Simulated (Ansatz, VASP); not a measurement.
**One calculation of GaSb, two programs**

INCAR

```
SYSTEM = GaSb
  ALGO = Normal
  EDIFF = 1E-6
  ENCUT = 520
  GGA = PE
  ISIF = 2
  ISMEAR = 0
  LASPH = .True.
  LCHARG = .False.
  LREAL = .False.
  LWAVE = .False.
  NBANDS = 16
  NELM = 100
  PREC = Accurate
  SIGMA = 0.15
```

KPOINTS

```
k-points
0
Gamma
  14 14 14
  0 0 0
```

Contents of POSCAR:

```
GaSb
1.0
    0.0000000000      3.1879522946      2.9422725377
    2.9422725377      0.0000000000      2.9422725377
    2.9422725377      3.1879522946      0.0000000000
Ga Sb
1 1
Direct
    0.0000000000      0.0000000000      0.0000000000
    0.7500000000      0.7500000000      0.7500000000
```

Input for Ansatz:

```yaml
crystal:
  lattice:
    - [0.0, 3.1879522946, 2.9422725377]
    - [2.9422725377, 0.0, 2.9422725377]
    - [2.9422725377, 3.1879522946, 0.0]
  atoms:
    - { symbol: Ga, position: [0.0, 0.0, 0.0] }
    - { symbol: Sb, position: [0.75, 0.75, 0.75] }
basis:
  ecutwfc: 420
kpoints:
  mp_grid: { grid: [14, 14, 14] }
hamiltonian:
  xc: pbe
  pseudopotentials: { kind: paw, azcp: { folder: soft_1 } }
scf:
  occupations: { method: gaussian, width: 0.15 }
output:
  forces: true
  stress: true
  eigenvalues: true
```

Alike in both runs: task single point; functional PBE; k mesh 14 × 14 × 14; occupations gaussian, width 0.15 eV; no spin polarisation.

|  | VASP | Ansatz |
| --- | --- | --- |
| version | VASP 6.6.1 | Ansatz 0.2.0 |
| potentials or method | VASP PAW PBE potentials, release 64 (Ga_d, Sb), cutoff 520 eV | scalar-relativistic, plane waves, PAW |
| valence electrons in the cell | 18 | 28 |

Ansatz gave:

* pressure (GPa): 4.5
* traceless stress, the component that is largest in VASP (GPa): -2.68

Question: Estimate VASP's values.

Answer: Pressure (GPa): 4.6; traceless stress, the component that is largest in VASP (GPa): -2.67.

VASP's potentials hold 18 valence electrons a cell and Ansatz's 28, so a difference there can come from the potentials and not from the codes.

Spin-orbit coupling is off throughout.
